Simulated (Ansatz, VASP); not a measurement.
## One calculation of NbP, two programs

INCAR

```
SYSTEM = NbP
PREC = Accurate
ENCUT = 520
EDIFF = 1E-7
ISMEAR = 0
SIGMA = 0.15
LREAL = .False.
LASPH = .True.
NELM = 100
ALGO = Normal
ISIF = 2
LWAVE = .False.
LCHARG = .False.
GGA = PE
NBANDS = 26
```

File KPOINTS:

```
regular mesh
0
Gamma
  20 20 20
  0 0 0
```

Contents of POSCAR:

```
NbP
1.0
   -1.6065824859      1.6065824859      5.7139822308
    1.6065824859     -1.6065824859      5.7139822308
    1.6065824859      1.6065824859     -5.7139822308
Nb P
2 2
Direct
    0.7500346828      0.7500346828      0.0000000000
    0.5000346828      0.0000346828      0.5000000000
    0.3325938922      0.3325938922      0.0000000000
    0.0825938922      0.5825938922      0.5000000000
```

Input for Ansatz:

```yaml
crystal:
  lattice:
    - [-1.6065824859, 1.6065824859, 5.7139822308]
    - [1.6065824859, -1.6065824859, 5.7139822308]
    - [1.6065824859, 1.6065824859, -5.7139822308]
  atoms:
    - { symbol: Nb, position: [0.7500346828, 0.7500346828, 0.0] }
    - { symbol: Nb, position: [0.5000346828, 3.46828e-05, 0.5] }
    - { symbol: P, position: [0.3325938922, 0.3325938922, 0.0] }
    - { symbol: P, position: [0.0825938922, 0.5825938922, 0.5] }
basis:
  ecutwfc: 420
kpoints:
  mp_grid: { grid: [20, 20, 20] }
hamiltonian:
  xc: pbe
scf:
  occupations: { method: gaussian, width: 0.15 }
output:
  forces: true
  stress: true
  eigenvalues: true
  write_density: true
  write_potential: true
  elf: true
  volumetric_format: npy
```

Change from the starting cell: strain -0.040 along x and y, +0.000 along z, atoms carried along.

Alike in both runs: task single point; functional PBE; k mesh 20 × 20 × 20; occupations gaussian, width 0.15 eV; no spin polarisation.

```csv
,VASP,Ansatz
version,VASP 6.6.1,Ansatz 0.2.0
potentials or method,"VASP PAW PBE potentials, release 64 (Nb_sv, P), cutoff 520 eV","scalar-relativistic, plane waves, PAW"
valence electrons in the cell,36,36
```

Ansatz gave:

* gap on the k mesh at the Fermi level (eV): none
* pressure (GPa): 19.6
* traceless stress, the component that is largest in VASP (GPa): -8.39
* rms of the force components (eV/Å): 0.206

Task: Estimate VASP's values.

Result: gap on the k mesh at the Fermi level (eV): none; pressure (GPa): 19.1; traceless stress, the component that is largest in VASP (GPa): -8.35; rms of the force components (eV/Å): 0.206.

Atom by atom the forces differ by 0.000 eV/Å (rms over components). A gap of «none» marks a metal or a gap that the smearing closes. With one functional, cell and mesh, what is left measures potentials, basis and numerics.
